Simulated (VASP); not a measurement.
Input of a VASP 6.6.1 run:

Contents of INCAR:

```
SYSTEM = GaN
PREC = Accurate
ENCUT = 600
EDIFF = 1E-6
ISMEAR = -1
SIGMA = 0.1
LREAL = .False.
LASPH = .True.
NELM = 100
ALGO = Normal
ISIF = 3
LWAVE = .False.
LCHARG = .False.
GGA = PE
IBRION = 2
NSW = 60
EDIFFG = -0.005
PSTRESS = 1700.0
```

KPOINTS

```
regular mesh
0
Gamma
  13 13 7
  0 0 0
```

POSCAR

```
GaN
1.0
    2.7626988671      0.0000000000      0.0000000000
   -1.3813494336      2.3925674020      0.0000000000
    0.0000000000      0.0000000000      4.5031991534
Ga N
2 2
Direct
    0.3333333333      0.6666666667      0.0000000000
    0.6666666667      0.3333333333      0.5000000000
    0.3333333333      0.6666666667      0.3760000000
    0.6666666667      0.3333333333      0.8760000000
```

Potentials or basis: VASP PAW PBE potentials, release 64 (Ga_d, N).

Run with:

```console
$ cat potpaw_PBE.64/Ga_d/POTCAR potpaw_PBE.64/N/POTCAR > POTCAR
$ mpirun -np 1 vasp_std > vasp.out
```

Q: What does it give for the relaxed cell?

A: a = 2.786 Å, b = 2.786 Å, c = 4.634 Å, α = 90.00°, β = 90.00°, γ = 120.00°.

Q: What does it give for the band gap on the k mesh?

A: 4.25 eV, direct.

Q: Estimate the relaxed volume.

A: 7.79 Å³/atom.

Forces in eV/Å, atoms in the order of the input:
```
Ga   0.000  0.000  0.002
Ga   0.000  0.000  0.002
N    0.000  0.000 -0.002
N    0.000  0.000 -0.002
```

Caveat: the cell is relaxed towards a set pressure, so the enthalpy falls and the energy may rise. A k mesh can miss the band edges.
